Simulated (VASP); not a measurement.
MgO: single point with PBEsol

Crystal: MgO.

```xyz
8
Lattice="3.2961 0.0000 0.0000 -1.6480 2.8545 0.0000 0.0000 0.0000 10.5462" Properties=species:S:1:pos:R:3 pbc="T T T"
Mg    0.0000    1.9150   10.2255
Mg    0.0000    0.0002    2.3301
Mg    0.0000    0.0638    7.6032
Mg    1.6480    0.9528    4.9524
O     0.0000    1.8048    8.2252
O     0.0000   -0.0046    5.5847
O     0.0000   -0.0150    0.3116
O     1.6480    0.9519    2.9521
```

This cell differs from its parent crystal: atoms displaced along a vibrational mode, the cell strained.

```
Program             : VASP 6.6.1
Task                : single point
Functional          : PBEsol
Potentials or basis : VASP PAW PBE potentials, release 64 (Mg, O)
Cutoff              : 600 eV
k mesh              : 9 × 9 × 4
Occupations         : gaussian, width 0.05 eV
Spin                : no spin polarisation
```

| Item | Value |
| --- | --- |
| Pressure | -4.0 GPa |
| Largest force | 1.820 eV/Å |
| Band gap on the k mesh | 3.24 eV |

Forces on the atoms (eV/Å):
```
Mg   0.000 -0.243 -0.041
Mg   0.000 -0.006 -0.006
Mg   0.000 -1.767 -0.275
Mg   0.000 -0.027 -0.017
O    0.000  1.796  0.299
O    0.000  0.068  0.011
O    0.000  0.186  0.013
O    0.000 -0.006  0.017
```

Stress tensor (GPa, compression positive):
```
-5.68  0.00  0.00
 0.00 -2.10  1.53
 0.00  1.53 -4.29
```

Levels at points of the mesh, in eV from the valence-band top:
```tsv
k point	band 13	band 14	band 15	band 16	band 17	band 18	band 19	band 20
(0.00, 0.00, 0.00)	-0.19	-0.13	-0.09	0.00	3.24	5.55	5.67	8.24
(0.00, 0.00, 0.50)	-0.18	-0.17	-0.15	-0.10	4.07	4.09	7.15	7.17
```

Run time: 7.4 min on 1 thread of Oxide Virtual Turin-like Processor, on a shared host, peak memory 0.37 GiB.

Caveat: the cell differs from its parent crystal (atoms displaced along a vibrational mode, the cell strained); the cell stands under tension; the PAW data sets were made with another functional, which shifts forces and pressure a little. A k mesh can miss the band edges.
